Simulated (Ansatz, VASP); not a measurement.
# Two plane-wave programs on CdTe

```
CELL_PARAMETERS angstrom
0.00000 3.16080 3.16080
3.16080 0.00000 3.16080
3.16080 3.16080 0.00000
ATOMIC_POSITIONS crystal
Cd 0.00000 0.00000 0.00000
Te 0.25000 0.25000 0.25000
```

Change from the starting cell: volume scaled by 1.02, ions relaxed.

Alike in both runs: functional PBE; k mesh 12 × 12 × 12; occupations fermi-dirac, width 0.02 eV; no spin polarisation.

Ansatz relaxed the structure, and its values are those at the end. VASP's run is a single point on that final structure, the one shown.

|  | VASP | Ansatz |
| --- | --- | --- |
| version | VASP 6.6.1 | Ansatz 0.2.0 |
| potentials or method | VASP PAW PBE potentials, release 64 (Cd, Te) | plane-wave PAW, scalar-relativistic |
| plane-wave cutoff (eV) | 520 | 420 |
| valence electrons in the cell | 18 | 36 |

|  | VASP | Ansatz | Ansatz less VASP |
| --- | --- | --- | --- |
| gap on the k mesh at the Fermi level (eV) | 1.00 | 1.00 | -0.002 |
| pressure (GPa) | 6.9 | 6.7 | -0.18 |

The functional is the same, so the differences come from potentials, cutoffs and numerics. VASP's potentials hold 18 valence electrons a cell and Ansatz's 36, so a difference there can come from the potentials and not from the codes. Ansatz's warnings: stress scf threshold loose.

Neither program's run includes spin-orbit coupling.
